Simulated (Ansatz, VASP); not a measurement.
# One calculation of ZnO, two programs

```
Zn O
1.0
     3.27083    0.00000    0.00000
    -1.63541    2.83262    0.00000
     0.00000    0.00000    5.24018
Zn O
2 2
Direct
  0.66667 0.33333 0.00000
  0.33333 0.66667 0.50000
  0.33333 0.66667 0.87901
  0.66667 0.33333 0.37901
```

Alike in both runs: task single point; functional revPBE; k mesh 9 × 9 × 5; occupations fermi-dirac, width 0.05 eV; no spin polarisation.

|  | VASP | Ansatz |
| --- | --- | --- |
| version | VASP 6.6.1 | Ansatz 0.2.0 |
| potentials or method | VASP PAW PBE potentials, release 64 (Zn, O) | Ansatz PAW |
| plane-wave cutoff (eV) | 520 | 420 |
| valence electrons in the cell | 36 | 36 |

```csv
,VASP,Ansatz,Ansatz less VASP
gap on the k mesh at the Fermi level (eV),0.83,0.85,+0.023
least direct gap on the mesh (eV),0.83,0.85,+0.023
pressure (GPa),6.3,5.3,-1.01
"traceless stress, the component that is largest in VASP (GPa)",1.09,1.05,-0.041
rms of the force components (eV/Å),0.041,0.039,-0.0023
```

VASP's potentials were made for PBE, not for revPBE. Atom by atom the forces differ by 0.002 eV/Å (rms over components). With one functional, cell and mesh, what is left measures potentials, basis and numerics.

Noted on Ansatz's run: odd divisions of the mesh miss points on the zone boundary, where band edges often lie, so the gap on the mesh can be too wide.
